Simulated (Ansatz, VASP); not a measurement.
# Two plane-wave programs on PbS

Contents of INCAR:

```
SYSTEM = PbS
PREC = Accurate
ENCUT = 520
EDIFF = 1E-6
ISMEAR = 0
SIGMA = 0.1
LREAL = .FALSE.
LASPH = .TRUE.
NELM = 100
ALGO = Normal
ISIF = 2
LWAVE = .FALSE.
LCHARG = .FALSE.
GGA = PS
NBANDS = 28
```

KPOINTS

```
Automatic mesh
0
G
  1 1 1
  0 0 0
```

Contents of POSCAR:

```
PbS
1.0
    2.9838607981     -2.9828938700      0.0000000000
    2.9838607981      2.9828938700      0.0000000000
   -1.0986781904      0.0000000000     11.1678408944
Pb S
2 2
Direct
    0.2263653800      0.2263653800      0.3722110100
    0.7736346200      0.7736346200      0.6277889900
    0.7295120500      0.7295120500      0.3897323800
    0.2704879500      0.2704879500      0.6102676200
```

Input for Ansatz:

```yaml
crystal:
  lattice:
    - [2.9838607981, -2.98289387, 0.0]
    - [2.9838607981, 2.98289387, 0.0]
    - [-1.0986781904, 0.0, 11.1678408944]
  atoms:
    - { symbol: Pb, position: [0.22636538, 0.22636538, 0.37221101] }
    - { symbol: Pb, position: [0.77363462, 0.77363462, 0.62778899] }
    - { symbol: S, position: [0.72951205, 0.72951205, 0.38973238] }
    - { symbol: S, position: [0.27048795, 0.27048795, 0.61026762] }
basis:
  ecutwfc: 420
  ecutrho_ratio: 4
kpoints:
  mp_grid: { grid: [1, 1, 1] }
hamiltonian:
  xc: pbesol
scf:
  occupations: { method: gaussian, width: 0.1 }
output:
  forces: true
  stress: true
  eigenvalues: true
```

Alike in both runs: task single point; functional PBEsol; k mesh 1 × 1 × 1; occupations gaussian, width 0.1 eV; no spin polarisation.

|  | VASP | Ansatz |
| --- | --- | --- |
| version | VASP 6.6.1 | Ansatz 0.2.0 |
| potentials or method | VASP PAW PBE potentials, release 64 (Pb_d, S), cutoff 520 eV | scalar-relativistic, plane waves, PAW |
| valence electrons in the cell | 40 | 40 |

```tsv
	VASP	Ansatz	Ansatz less VASP
gap on the k mesh at the Fermi level (eV)	1.86	1.86	0.000
least direct gap on the mesh (eV)	1.86	1.86	0.000
rms of the force components (eV/Å)	1.081	1.082	+0.0009
```

VASP's potentials were made for PBE, not for PBEsol. Atom by atom the forces differ by 0.002 eV/Å (rms over components).

Spin-orbit coupling is off throughout.
